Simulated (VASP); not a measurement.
# C in VASP: settings compared

Aim: see how the results for C move with the level of theory and the settings. Levels: revPBE, PBE, LDA, BLYP, RPBE. Tasks: single point.

Everything below comes from runs of VASP 6.6.1. Logs are shortened: lines on timing, memory, paths and dates and some standing lists are left out, and cuts for length are marked.

### 1 The cell of the first run

The cell holds a slab with vacuum, 2 atoms: a = 2.456 Å, b = 2.456 Å, c = 8.524 Å, α = 90.00°, β = 90.00°, γ = 120.00°.

### 2 Single point, revPBE

The input, INCAR:

```
SYSTEM = C
  PREC = Accurate
  ENCUT = 520
  EDIFF = 1E-6
  ISMEAR = 0
  SIGMA = 0.1
  LREAL = .False.
  LASPH = .True.
  NELM = 100
  ALGO = Normal
  ISIF = 2
  LWAVE = .False.
  LCHARG = .False.
  GGA = RE
  NBANDS = 11
```

The input, KPOINTS:

```
regular mesh
0
Gamma
  9 9 2
  0 0 0
```

The input, POSCAR:

```
C
1.0
    2.4561701600      0.0000000000      0.0000000000
   -1.2280850800      2.1271057600      0.0000000000
    0.0000000000      0.0000000000      8.5238033600
C
2
Direct
    0.3333333333      0.6666666667      0.0000000000
    0.6666666667      0.3333333333      0.0000000000
```

Potentials or basis: VASP PAW PBE potentials, release 64 (C).

Run with:

```
cat potpaw_PBE.64/C/POTCAR > POTCAR
mpirun -np 1 vasp_std > vasp.out
```

OUTCAR:

```text
SYSTEM = C
   PREC = Accurate
   ENCUT = 520
   EDIFF = 1E-6
   ISMEAR = 0
   LREAL = .False.
   LASPH = .True.
   NELM = 100
   ISIF = 2
   GGA = RE

 ion  position               nearest neighbor table
   1  0.333  0.667  0.000-   2 1.42   2 1.42   2 1.42
   2  0.667  0.333  0.000-   1 1.42   1 1.42   1 1.42

  LATTYP: Found a hexagonal cell.
 ALAT       =     2.4561701600
 C/A-ratio  =     3.4703635354

  Lattice vectors:

 A1 = (   2.4561701600,   0.0000000000,   0.0000000000)
 A2 = (  -1.2280850800,   2.1271057600,   0.0000000000)
 A3 = (   0.0000000000,   0.0000000000,   8.5238033600)

Analysis of symmetry for initial positions (statically):
=====================================================================
 Subroutine PRICEL returns:
 Original cell was already a primitive cell.

 Routine SETGRP: Setting up the symmetry group for a
 hexagonal supercell.

 Subroutine GETGRP returns: Found 24 space group operations
 (whereof 24 operations were pure point group operations)
 out of a pool of 24 trial point group operations.

The static configuration has the point symmetry D_6h.

Analysis of symmetry for dynamics (positions and initial velocities):
=====================================================================
 Subroutine PRICEL returns:
 Original cell was already a primitive cell.

 Routine SETGRP: Setting up the symmetry group for a
 hexagonal supercell.

 Subroutine GETGRP returns: Found 24 space group operations
 (whereof 24 operations were pure point group operations)
 out of a pool of 24 trial point group operations.

The dynamic configuration has the point symmetry D_6h.

 Subroutine INISYM returns: Found 24 space group operations
 (whereof 24 operations are pure point group operations),
 and found     1 'primitive' translations

----------------------------------------------------------------------------------------

                                     Primitive cell

  volume of cell :      44.5329

  direct lattice vectors                    reciprocal lattice vectors
     2.456170160  0.000000000  0.000000000     0.407137916  0.235061185  0.000000000
    -1.228085080  2.127105760  0.000000000     0.000000000  0.470122369  0.000000000
     0.000000000  0.000000000  8.523803360     0.000000000  0.000000000  0.117318521

  length of vectors
[... 84 lines left out ...]
   NSW    =      0    number of steps for IOM
   IBRION =     -1    ionic relax: 0-MD 1-quasi-New 2-CG
   NFREE  =      0    steps in history (QN), initial steepest desc. (CG)
   ISIF   =      2    stress and relaxation
   ISYM   =      2    0-nonsym 1-usesym 2-fastsym
   POTIM  = 0.5000    time-step for ionic-motion
   TEBEG  =    0.0;   TEEND  =   0.0 temperature during run
   PSTRESS=    0.0 pullay stress
   NELECT =       8.0000    total number of electrons
   NUPDOWN=      -1.0000    fix difference up-down
   EMIN   =  10.00;   EMAX   =-10.00  energy-range for DOS
   EFERMI =   0.00;   METHOD = LEGACY
   ISMEAR =     0;   SIGMA  =   0.10  broadening in eV -4-tet -1-fermi 0-gaus
   EFERMI_NEDOS =   21; number of points for ismear=-14 and -15
   IALGO  =     38    algorithm
   IMIX   =      4    mixing-type and parameters
     AMIX     =   0.40;   BMIX     =  1.00
     AMIX_MAG =   1.60;   BMIX_MAG =  1.00
  volume/ion in A,a.u.               =      22.27       150.26
  Fermi-wavevector in a.u.,A,eV,Ry     =   0.923729  1.745594 11.609511  0.853275
  Thomas-Fermi vector in A             =   2.049397
   LORBIT       =      0    0 simple, 1 ext, 2 COOP (PROOUT), +10 PAW based schemes
   GGA     = RE    functional components
   LHFCALC =     F    Hartree Fock is set to
   AEXX    =    0.0000 exact exchange contribution
   IVDW    =     0    specifies the selected vdW correction
   LEPSILON=     F    determine dielectric tensor
   LRPA    =     F    only Hartree local field effects (RPA)
 non-spin polarized calculation
 Gauss-broadening in eV      SIGMA  =   0.10
  energy-cutoff  :      520.00
  volume of cell :       44.53
 maximum number of plane-waves:      1221
   NGX =  9   NGY =  9   NGZ = 31

 number of electron       7.9999997 magnetization

 Free energy of the ion-electron system (eV)
  ---------------------------------------------------
  ext. energy  EPLUGINS =         0.00000000
  ---------------------------------------------------
  free energy    TOTEN  =       -17.73553665 eV

  energy without entropy =      -17.73275053  energy(sigma->0) =      -17.73414359

 E-fermi :  -0.5736     XC(G=0):  -4.9729

 val. band max:       -0.5736681373   @ k =   0.3333   0.3333   0.5000
 cond. band min:      -0.5735957850   @ k =   0.3333   0.3333   0.0000
 fundamental gap:      0.0000723523
 Fermi energy:        -0.5736319612

 k-point     1 :       0.0000    0.0000    0.0000
  band No.  band energies     occupation
      1     -20.2547      2.00000
      2      -8.2648      2.00000
      3      -3.6030      2.00000
      4      -3.6030      2.00000
      5       2.2884      0.00000
      6       4.6185      0.00000
      7       6.3288      0.00000
      8       7.8208      0.00000
      9       7.8208      0.00000
     10      11.0493      0.00000
     11      12.1291      0.00000
[... 309 lines left out ...]
 k-point    24 :       0.3333    0.3333    0.5000
  band No.  band energies     occupation
      1     -13.2637      2.00000
      2     -13.2637      2.00000
      3     -11.2142      2.00000
      4      -0.5737      1.00041
      5      -0.5737      1.00041
      6      10.1513      0.00000
      7      12.5076      0.00000
      8      12.5076      0.00000
      9      13.2541      0.00000
     10      13.8650      0.00000
     11      13.8650      0.00000

------------------------ aborting loop because EDIFF is reached ----------------------------------------

  FORCE on cell =-STRESS in cart. coord.  units (eV):
  Direction    XX          YY          ZZ          XY          YZ          ZX
  --------------------------------------------------------------------------------------
  -------------------------------------------------------------------------------------
  Total        1.1145709      1.1145709     -0.0109528     -0.0000000      0.0000000      0.0000000
  in kB       40.0993490     40.0993492     -0.3940514     -0.0000000      0.0000000      0.0000000
  external PRESSURE =      26.6015489 kB  Pullay stress =       0.0000000 kB

 VOLUME and BASIS-vectors are now :
 -----------------------------------------------------------------------------
  energy-cutoff  :      520.00
  volume of cell :       44.53
      direct lattice vectors                 reciprocal lattice vectors
     2.456170160  0.000000000  0.000000000     0.407137916  0.235061185  0.000000000
    -1.228085080  2.127105760  0.000000000     0.000000000  0.470122369  0.000000000
     0.000000000  0.000000000  8.523803360     0.000000000  0.000000000  0.117318521

 POSITION                                       TOTAL-FORCE (eV/Angst)
 -----------------------------------------------------------------------------------
     -0.00000      1.41807      0.00000        -0.000000      0.000000      0.000000
      1.22809      0.70904      0.00000         0.000000      0.000000      0.000000
 -----------------------------------------------------------------------------------
    total drift:                                0.000000     -0.000000      0.000000

  FREE ENERGIE OF THE ION-ELECTRON SYSTEM (eV)
  ---------------------------------------------------
  free  energy   TOTEN  =       -17.7355366536 eV

  energy  without entropy=      -17.7327505326  energy(sigma->0) =      -17.73414359
```

Run time: 6.4 s. Hardware: 1 thread of Intel Xeon Platinum 8559C (Emerald Rapids), shared host; peak memory 0.14 GiB.

What came out:

```
Free energy            : -17.7355 eV
Band gap on the k mesh : zero (filled and empty bands touch)
```

Caveat: the k points lie up to 0.37 Å⁻¹ apart; the PAW data sets were made with another functional, which shifts forces and pressure a little.

### 3 Single point, PBE

The input, INCAR:

```
PREC     = Accurate       # precision mode
ENCUT    = 520            # plane-wave cutoff, eV
EDIFF    = 1E-6           # SCF threshold, eV
ISMEAR   = 0              # smearing method
SIGMA    = 0.1            # smearing width, eV
LREAL    = False          # projectors in reciprocal space
LASPH    = True           # aspherical terms in the spheres
NELM     = 100            # most SCF steps
ALGO     = Normal         # electronic algorithm
ISIF     = 2              # what is computed and relaxed
LWAVE    = False          # write WAVECAR
LCHARG   = False          # write CHGCAR
GGA      = PE             # functional
NBANDS   = 11             # bands
```

The input, KPOINTS:

```
regular mesh
0
Gamma
  9 9 2
```

POSCAR is that of step 2.

Potentials or basis: VASP PAW PBE potentials, release 64 (C).

Run with:

```
cat potpaw_PBE.64/C/POTCAR > POTCAR
mpirun -np 1 vasp_std > vasp.out
```

OUTCAR:

```text
PREC = Accurate
   ENCUT = 520
   EDIFF = 1E-6
   ISMEAR = 0
   LREAL = False
   LASPH = True
   NELM = 100
   ISIF = 2
   GGA = PE

 ion  position               nearest neighbor table
   1  0.333  0.667  0.000-   2 1.42   2 1.42   2 1.42
   2  0.667  0.333  0.000-   1 1.42   1 1.42   1 1.42

  LATTYP: Found a hexagonal cell.
 ALAT       =     2.4561701600
 C/A-ratio  =     3.4703635354

  Lattice vectors:

 A1 = (   2.4561701600,   0.0000000000,   0.0000000000)
 A2 = (  -1.2280850800,   2.1271057600,   0.0000000000)
 A3 = (   0.0000000000,   0.0000000000,   8.5238033600)

Analysis of symmetry for initial positions (statically):
=====================================================================
 Subroutine PRICEL returns:
 Original cell was already a primitive cell.

 Routine SETGRP: Setting up the symmetry group for a
 hexagonal supercell.

 Subroutine GETGRP returns: Found 24 space group operations
 (whereof 24 operations were pure point group operations)
 out of a pool of 24 trial point group operations.

The static configuration has the point symmetry D_6h.
[... 168 lines left out ...]
  band No.  band energies     occupation
      1     -20.2898      2.00000
      2      -8.3690      2.00000
      3      -3.7122      2.00000
      4      -3.7122      2.00000
      5       2.2787      0.00000
      6       4.5968      0.00000
      7       6.2873      0.00000
      8       7.7130      0.00000
      9       7.7130      0.00000
     10      10.8995      0.00000
     11      12.0924      0.00000
[... 309 lines left out ...]
 k-point    24 :       0.3333    0.3333    0.5000
  band No.  band energies     occupation
      1     -13.3068      2.00000
      2     -13.3068      2.00000
      3     -11.3183      2.00000
      4      -0.6710      1.00036
      5      -0.6710      1.00036
      6       9.9385      0.00000
      7      12.3738      0.00000
      8      12.3738      0.00000
      9      13.0329      0.00000
     10      13.9315      0.00000
     11      13.9316      0.00000

------------------------ aborting loop because EDIFF is reached ----------------------------------------

  FORCE on cell =-STRESS in cart. coord.  units (eV):
  Direction    XX          YY          ZZ          XY          YZ          ZX
  --------------------------------------------------------------------------------------
  -------------------------------------------------------------------------------------
  Total        0.6757286      0.6757286     -0.0093956      0.0000000      0.0000000     -0.0000000
  in kB       24.3109502     24.3109503     -0.3380280      0.0000000      0.0000000     -0.0000000
  external PRESSURE =      16.0946242 kB  Pullay stress =       0.0000000 kB

 VOLUME and BASIS-vectors are now :
 -----------------------------------------------------------------------------
  energy-cutoff  :      520.00
  volume of cell :       44.53
      direct lattice vectors                 reciprocal lattice vectors
     2.456170160  0.000000000  0.000000000     0.407137916  0.235061185  0.000000000
    -1.228085080  2.127105760  0.000000000     0.000000000  0.470122369  0.000000000
     0.000000000  0.000000000  8.523803360     0.000000000  0.000000000  0.117318521

 POSITION                                       TOTAL-FORCE (eV/Angst)
 -----------------------------------------------------------------------------------
     -0.00000      1.41807      0.00000        -0.000000      0.000000      0.000000
      1.22809      0.70904      0.00000         0.000000     -0.000000      0.000000
 -----------------------------------------------------------------------------------
    total drift:                                0.000000     -0.000000      0.000000

  FREE ENERGIE OF THE ION-ELECTRON SYSTEM (eV)
  ---------------------------------------------------
  free  energy   TOTEN  =       -18.4337391745 eV

  energy  without entropy=      -18.4309530534  energy(sigma->0) =      -18.43234611
```

OSZICAR:

```text
N       E                     dE             d eps       ncg     rms          rms(c)
DAV:   1     0.212597392356E+02    0.21260E+02   -0.38068E+03   536   0.591E+02
DAV:   2    -0.179489810722E+02   -0.39209E+02   -0.36044E+02   713   0.124E+02
DAV:   3    -0.197368445420E+02   -0.17879E+01   -0.17731E+01   671   0.253E+01
DAV:   4    -0.197541494997E+02   -0.17305E-01   -0.17299E-01   716   0.310E+00
DAV:   5    -0.197543006545E+02   -0.15115E-03   -0.15115E-03   669   0.257E-01    0.641E+00
DAV:   6    -0.188090616525E+02    0.94524E+00   -0.75452E-01   604   0.503E+00    0.376E+00
DAV:   7    -0.184420635347E+02    0.36700E+00   -0.10288E+00   623   0.581E+00    0.101E+00
DAV:   8    -0.184335462692E+02    0.85173E-02   -0.23601E-02   622   0.904E-01    0.177E-01
DAV:   9    -0.184329144486E+02    0.63182E-03   -0.51867E-04   637   0.143E-01    0.120E-01
DAV:  10    -0.184322298802E+02    0.68457E-03   -0.45598E-03   572   0.269E-01    0.808E-02
DAV:  11    -0.184331388375E+02   -0.90896E-03   -0.19170E-04   579   0.787E-02    0.341E-02
DAV:  12    -0.184336668392E+02   -0.52800E-03   -0.91144E-05   572   0.586E-02    0.161E-02
DAV:  13    -0.184337160356E+02   -0.49196E-04   -0.40934E-06   573   0.137E-02    0.525E-03
DAV:  14    -0.184337389330E+02   -0.22897E-04   -0.10934E-06   572   0.556E-03    0.108E-03
DAV:  15    -0.184337391745E+02   -0.24152E-06   -0.46340E-08   625   0.146E-03
   1 F= -.18433739E+02 E0= -.18432346E+02  d E =-.278612E-02
```

Run time: 6.8 s. Hardware: 1 thread of Intel Xeon Platinum 8559C (Emerald Rapids), shared host; peak memory 0.14 GiB.

Results:

- Free energy: -18.4337 eV
- Band gap on the k mesh: zero (filled and empty bands touch)

Caveat: the k points lie up to 0.37 Å⁻¹ apart.

### 4 Single point, LDA

The input, INCAR:

```
ALGO = Normal ; EDIFF = 1E-7
ENCUT = 520 ; GGA = CA
ISIF = 2 ; ISMEAR = 0
LASPH = T ; LCHARG = F
LREAL = F ; LWAVE = F
NBANDS = 11 ; NELM = 100
PREC = Accurate ; SIGMA = 0.1
```

The input, KPOINTS:

```
k-points
0
Gamma
  9 9 2
```

POSCAR is that of step 3.

Potentials or basis: VASP PAW LDA potentials, release 64 (C).

Run with:

```
cat potpaw_LDA.64/C/POTCAR > POTCAR
mpirun -np 1 vasp_std > vasp.out
```

Run time: 6.9 s. Hardware: 1 thread of Intel Xeon Platinum 8559C (Emerald Rapids), shared host; peak memory 0.12 GiB.

It converged, with:

- Free energy: -20.1599 eV
- Band gap on the k mesh: zero (filled and empty bands touch)

Levels at points of the mesh, in eV from the Fermi level:
```tsv
k point	band 1	band 2	band 3	band 4	band 5	band 6	band 7	band 8
(0.00, 0.00, 0.00)	-19.39	-7.72	-3.03	-3.03	3.13	5.48	7.10	8.33
(0.00, 0.00, 0.50)	-19.39	-7.72	-3.03	-3.03	3.74	4.06	8.33	8.33
```

Caveat: the k points lie up to 0.37 Å⁻¹ apart.

(Continued in part 2 of 2.)
